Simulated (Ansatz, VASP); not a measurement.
## Two plane-wave programs on SrAgI3

```
CELL_PARAMETERS angstrom
4.30252 -4.33770 -1.23344
4.30252 4.33770 -1.23344
-1.75606 0.00000 8.42614
ATOMIC_POSITIONS crystal
Sr 0.86895 0.86895 0.24761
Ag 0.64637 0.64637 0.56237
I 0.43487 0.94824 0.38787
I 0.59714 0.59714 0.85127
I 0.94824 0.43487 0.38787
```

Change from the starting cell: species swapped into the RbInBr3 type (Cm, No. 8).

Alike in both runs: functional PBE; k mesh 4 × 4 × 4; occupations gaussian, width 0.02 eV; no spin polarisation.

Ansatz relaxed the structure, and its values are those at the end. VASP's run is a single point on that final structure, the one shown.

```csv
,VASP,Ansatz
version,VASP 6.6.1,Ansatz 0.2.0
potentials or method,"VASP PAW PBE potentials, release 64 (Sr_sv, Ag, I), cutoff 520 eV","scalar-relativistic, plane waves, PAW"
valence electrons in the cell,42,80
```

Ansatz gave:

- gap on the k mesh at the Fermi level (eV): 2.79
- least direct gap on the mesh (eV): 2.92
- pressure (GPa): 0.0
- rms of the force components (eV/Å): 0.002

**Question.** Which values does VASP return?

**Answer.** gap on the k mesh at the Fermi level (eV): 2.79; least direct gap on the mesh (eV): 2.92; pressure (GPa): 0.0; rms of the force components (eV/Å): 0.007.

VASP's potentials hold 42 valence electrons a cell and Ansatz's 80, so a difference there can come from the potentials and not from the codes.

Neither program's run includes spin-orbit coupling.
